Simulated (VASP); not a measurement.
# HfO2 in VASP: further runs, part 2 of 2

VASP 6.6.1. Earlier steps stand in the parts before.

**3. Single point, PBE**

The input, INCAR:

```
SYSTEM = HfO2
PREC = Accurate
ENCUT = 520
EDIFF = 1E-7
ISMEAR = -1
SIGMA = 0.1241
LREAL = Auto
LASPH = .True.
NELM = 60
ALGO = Normal
ISIF = 2
LWAVE = .False.
LCHARG = .False.
GGA = PE
ISYM = 0
NBANDS = 81
```

The input, KPOINTS:

```
Automatic mesh
0
Gamma
  1 1 1
  0 0 0
```

The input, POSCAR:

```
HfO2
1.0
    5.9133820000      0.0936650000     -0.0263170000
    0.0936650000      6.1692290000     -0.0293520000
   -0.0263170000     -0.0293520000      5.6660680000
Hf O
6 12
Direct
    0.2158937783      0.2610098490      0.8660132278
    0.7175325549      0.0538828618      0.7938607292
    0.6271571030      0.5968407053      0.0870011376
    0.4396883935      0.0598008979      0.3605153619
    0.9114898689      0.2502267225      0.3388406799
    0.1492251651      0.6879737122      0.5875085797
    0.1786974173      0.0387173665      0.1266691844
    0.9758772876      0.0170391660      0.5610882708
    0.6640093364      0.2887450688      0.5784916416
    0.8059616733      0.7258922537      0.8055990297
    0.3782400091      1.0143430523      0.6821485622
    0.1764838446      0.3745257566      0.5252629523
    0.8682770000      0.5945563428      0.3181860619
    0.7219068466      0.9580596402      0.1927882597
    0.8860036692      0.3253670132     -0.0232301958
    0.3930811793      0.7024053360      0.3599181511
    0.2813209970      0.5763750101      0.9162019030
    0.4532152687      0.3119602792      0.1057784559
```

Potentials or basis: VASP PAW PBE potentials, release 64 (Hf_pv, O).

Launch:

```bash
> cat potpaw_PBE.64/Hf_pv/POTCAR potpaw_PBE.64/O/POTCAR > POTCAR
> mpirun -np 1 vasp_gam > vasp.out
```

OUTCAR:

```text
SYSTEM = HfO2
   PREC = Accurate
   ENCUT = 520
   EDIFF = 1E-7
   ISMEAR = -1
   LREAL = Auto
   LASPH = .True.
   NELM = 60
   ISIF = 2
   GGA = PE
   ISYM = 0

 ion  position               nearest neighbor table
   1  0.216  0.261  0.866-  18 1.97  17 2.01   7 2.04  11 2.05  12 2.07  15 2.08   8 2.70   6 3.10
                             2 3.22   5 3.24   2 3.27   4 3.32   4 3.38   3 3.46   5 3.47
   2  0.718  0.054  0.794-   9 1.92   8 2.03  10 2.08  11 2.12  15 2.22  14 2.34  18 2.82   4 2.94
                             5 3.10   1 3.22   1 3.27   3 3.35   5 3.50   6 3.55   4 3.62   3 3.75
   3  0.627  0.597  0.087-  13 1.93  18 2.07  10 2.10  16 2.17  17 2.26  15 2.32  14 2.38   5 3.04
                             2 3.35   4 3.40   1 3.46   2 3.75   4 3.87
   4  0.440  0.060  0.361-  11 1.89  14 2.01   7 2.03  18 2.14  16 2.23   9 2.31  12 2.62   2 2.94
                             5 3.06   6 3.20   5 3.30   1 3.32   1 3.38   3 3.40   2 3.62   3 3.87
   5  0.911  0.250  0.339-   8 1.95   9 2.01  12 2.05  15 2.11  13 2.14  14 2.30   7 2.35   3 3.04
                             4 3.06   2 3.10   1 3.24   4 3.30   6 3.37   1 3.47   2 3.50
   6  0.149  0.688  0.588-  16 1.95  12 1.96  17 2.13   8 2.25  13 2.33  10 2.39  11 2.51   1 3.10
                             4 3.20   5 3.37   2 3.55
   7  0.179  0.039  0.127-   4 2.03   1 2.04   5 2.35
   8  0.976  0.017  0.561-   5 1.95   2 2.03   6 2.25   1 2.70
   9  0.664  0.289  0.578-   2 1.92   5 2.01   4 2.31
  10  0.806  0.726  0.806-   2 2.08   3 2.10   6 2.39
  11  0.378  0.014  0.682-   4 1.89   1 2.05   2 2.12   6 2.51
  12  0.176  0.375  0.525-   6 1.96   5 2.05   1 2.07   4 2.62
  13  0.868  0.595  0.318-   3 1.93   5 2.14   6 2.33
  14  0.722  0.958  0.193-   4 2.01   5 2.30   2 2.34   3 2.38
  15  0.886  0.325  0.977-   1 2.08   5 2.11   2 2.22   3 2.32
  16  0.393  0.702  0.360-   6 1.95   3 2.17   4 2.23
  17  0.281  0.576  0.916-   1 2.01   6 2.13   3 2.26
  18  0.453  0.312  0.106-   1 1.97   3 2.07   4 2.14   2 2.82

IMPORTANT INFORMATION: All symmetrisations will be switched off!
NOSYMM: (Re-)initialisation of all symmetry stuff for point group C_1.

----------------------------------------------------------------------------------------

                                     Primitive cell

[... 128 lines left out ...]
   LRPA    =     F    only Hartree local field effects (RPA)
 non-spin polarized calculation
  energy-cutoff  :      520.00
  volume of cell :      206.64
 maximum number of plane-waves:      2786
 NGX is ok and might be reduce to    42
   NGX = 21   NGY = 23   NGZ = 21

 number of electron     131.9999995 magnetization

 Free energy of the ion-electron system (eV)
  ---------------------------------------------------
  ext. energy  EPLUGINS =         0.00000000
  ---------------------------------------------------
  free energy    TOTEN  =      -175.18742404 eV

  energy without entropy =     -175.18741149  energy(sigma->0) =     -175.18741777

 E-fermi :   4.9449     XC(G=0): -11.4150

 val. band max:        3.2332894694   @ k =   0.0000   0.0000   0.0000
 cond. band min:       6.5935779665   @ k =   0.0000   0.0000   0.0000
 fundamental gap:      3.3602884971
 Fermi energy:         4.9449300103

 k-point     1 :       0.0000    0.0000    0.0000
  band No.  band energies     occupation
      1     -26.9076      2.00000
      2     -26.6997      2.00000
      3     -26.6754      2.00000
      4     -26.5703      2.00000
      5     -26.4277      2.00000
      6     -26.3690      2.00000
[... 70 lines left out ...]
     77       9.5802      0.00000
     78       9.6349      0.00000
 [bands above 78 left out]

------------------------ aborting loop because EDIFF is reached ----------------------------------------

  FORCE on cell =-STRESS in cart. coord.  units (eV):
  Direction    XX          YY          ZZ          XY          YZ          ZX
  --------------------------------------------------------------------------------------
  -------------------------------------------------------------------------------------
  Total       16.4416807     15.6118303     18.6850230     -2.8437566    -17.8680723      4.3337066
  in kB      127.4770543    121.0429867    144.8703292    -22.0484583   -138.5362768     33.6004667
  external PRESSURE =     131.1301234 kB  Pullay stress =       0.0000000 kB

 VOLUME and BASIS-vectors are now :
 -----------------------------------------------------------------------------
  energy-cutoff  :      520.00
  volume of cell :      206.64
      direct lattice vectors                 reciprocal lattice vectors
     5.913382000  0.093665000 -0.026317000     0.169152023 -0.002564494  0.000772370
     0.093665000  6.169229000 -0.029352000    -0.002564494  0.162137685  0.000828013
    -0.026317000 -0.029352000  5.666068000     0.000772370  0.000828013  0.176497111

 POSITION                                       TOTAL-FORCE (eV/Angst)
 -----------------------------------------------------------------------------------
      1.27832      1.60503      4.89355        -0.734523      0.463867      1.669829
      4.22720      0.37632      4.47760         2.794375     -1.891390      4.835884
      3.76223      3.73824      0.45893         0.375749      2.029750     -1.229706
      2.59616      0.39953      2.02938        -1.721434     -0.234371     -5.954816
      5.40451      1.61913      1.88856         0.825694      0.443279     -2.368112
      0.93140      4.24100      3.30474        -1.364457      1.259329      0.793304
[... 10 lines left out ...]
      1.69343      3.55525      5.16694        -1.011617      2.485603     -3.100393
      2.70647      1.96390      0.57826         3.215408     -1.675377      1.484108
 -----------------------------------------------------------------------------------
    total drift:                               -0.008672      0.012744      0.009261

  FREE ENERGIE OF THE ION-ELECTRON SYSTEM (eV)
  ---------------------------------------------------
  free  energy   TOTEN  =      -175.1874240449 eV

  energy  without entropy=     -175.1874114888  energy(sigma->0) =     -175.18741777
```

OSZICAR:

```text
N       E                     dE             d eps       ncg     rms          rms(c)
DAV:   1     0.125355396740E+04    0.12536E+04   -0.87757E+04   162   0.174E+03
DAV:   2    -0.112936050255E+03   -0.13665E+04   -0.13204E+04   219   0.468E+02
DAV:   3    -0.205725279595E+03   -0.92789E+02   -0.92202E+02   188   0.110E+02
DAV:   4    -0.207451230400E+03   -0.17260E+01   -0.17202E+01   196   0.164E+01
DAV:   5    -0.207483644023E+03   -0.32414E-01   -0.32373E-01   188   0.218E+00    0.147E+02
DAV:   6    -0.175744306146E+03    0.31739E+02   -0.17269E+02   171   0.449E+01    0.117E+02
DAV:   7    -0.175330337367E+03    0.41397E+00   -0.12819E+01   196   0.146E+01    0.581E+01
DAV:   8    -0.175233933550E+03    0.96404E-01   -0.12605E+00   212   0.498E+00    0.101E+01
DAV:   9    -0.175187356405E+03    0.46577E-01   -0.20148E-01   188   0.216E+00    0.467E+00
DAV:  10    -0.175187877881E+03   -0.52148E-03   -0.47530E-02   204   0.967E-01    0.625E-01
DAV:  11    -0.175187117594E+03    0.76029E-03   -0.89207E-03   196   0.471E-01    0.624E-01
DAV:  12    -0.175187312568E+03   -0.19497E-03   -0.97556E-04   188   0.132E-01    0.209E-01
DAV:  13    -0.175187403250E+03   -0.90682E-04   -0.25769E-04   188   0.795E-02    0.115E-01
DAV:  14    -0.175187423790E+03   -0.20541E-04   -0.85042E-05   212   0.449E-02    0.449E-02
DAV:  15    -0.175187424226E+03   -0.43545E-06   -0.15314E-05   196   0.171E-02    0.409E-02
DAV:  16    -0.175187424066E+03    0.15922E-06   -0.32491E-06   204   0.868E-03    0.100E-02
DAV:  17    -0.175187424045E+03    0.21540E-07   -0.78282E-07   188   0.383E-03
   1 F= -.17518742E+03 E0= -.17518742E+03  d E =-.125561E-04
```

Wall time 27 s (1 thread of AMD EPYC 9R45 (Zen 5), shared host); peak memory 0.25 GiB.

Results:

| Property | Result |
| --- | --- |
| Free energy | -175.1874 eV |
| Pressure | 13.1 GPa |
| Largest force | 6.203 eV/Å |
| Band gap on the k mesh | 3.36 eV |

Forces in eV/Å, atoms in the order of the input:
```
Hf  -0.735  0.464  1.670
Hf   2.794 -1.891  4.836
Hf   0.376  2.030 -1.230
Hf  -1.721 -0.234 -5.955
Hf   0.826  0.443 -2.368
Hf  -1.364  1.259  0.793
O   -0.517  0.364  1.204
O    0.512 -1.738  2.070
O   -1.584  0.292 -2.413
O   -1.194  0.697  0.083
O    0.953 -1.664  3.921
O    0.013 -1.560 -0.920
O    1.039 -1.482  1.727
O   -1.777  1.627 -0.949
O   -0.698 -1.428 -0.670
O    0.874  2.011 -0.182
O   -1.012  2.486 -3.100
O    3.215 -1.675  1.484
```

Caveat: the k points lie up to 1.11 Å⁻¹ apart; spin-orbit coupling is left out, which moves the levels of the heavy elements.
